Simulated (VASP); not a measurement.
Set up this calculation in VASP 6.6.1, as the native input.

| Quantity | Value |
| --- | --- |
| Task | relaxation of cell and atoms |
| Functional | PBE |
| Potentials or basis | VASP PAW PBE potentials, release 64 (Be) |
| Cutoff | 600 eV |
| k mesh | 21 × 21 × 12 |
| Occupations | gaussian, width 0.1 eV |
| Spin | no spin polarisation |
| Dipole correction | no |
| Further INCAR settings | ALGO = Normal; EDIFF = 1e-07; IBRION = 2; EDIFFG = -0.005; NSW = 100; ISIF = 3 |

The structure of Be lies in POSCAR:

```
Be
1.0
    2.2853000000      0.0000000000      0.0000000000
   -1.1426500000      1.9791278553      0.0000000000
    0.0000000000      0.0000000000      3.5842000000
Be
2
Direct
    0.3333333333      0.6666666667      0.2500000000
    0.6666666667      0.3333333333      0.7500000000
```

These files were run (other wordings do the same):

INCAR

```
SYSTEM = Be
ALGO = Normal ; EDIFF = 1E-7
EDIFFG = -0.005 ; ENCUT = 600
GGA = PE ; IBRION = 2
ISIF = 3 ; ISMEAR = 0
LASPH = .TRUE. ; LCHARG = .FALSE.
LREAL = .FALSE. ; LWAVE = .FALSE.
NELM = 100 ; NSW = 100
PREC = Accurate ; SIGMA = 0.1
```

KPOINTS

```
k-points
0
G
  21 21 12
  0 0 0
```

Potentials or basis: VASP PAW PBE potentials, release 64 (Be).

Run with:

```bash
$ cat potpaw_PBE.64/Be/POTCAR > POTCAR
$ mpirun -np 1 vasp_std > vasp.out
```

It gave:

| Property | Result |
| --- | --- |
| Relaxed volume | 7.91 Å³/atom |
| Relaxed cell | a = 2.263 Å, b = 2.263 Å, c = 3.568 Å, α = 90.00°, β = 90.00°, γ = 120.00° |
| Space group after relaxing (to 0.05 Å) | P6_3/mmc (No. 194) |
| Energy gained by relaxing | 1.8 meV/atom |
| Ionic steps | 5 |
| Pressure after relaxing | 0.1 GPa |
| Band gap on the k mesh | zero (band 2 reaches 8.01 eV, above the bottom of band 3 at 5.93 eV) |

Run time: 87 s on 1 thread of Intel(R) Xeon(R) Platinum 8175M CPU @ 2.50GHz (Skylake/Cascade Lake), on a shared host, peak memory 0.15 GiB.
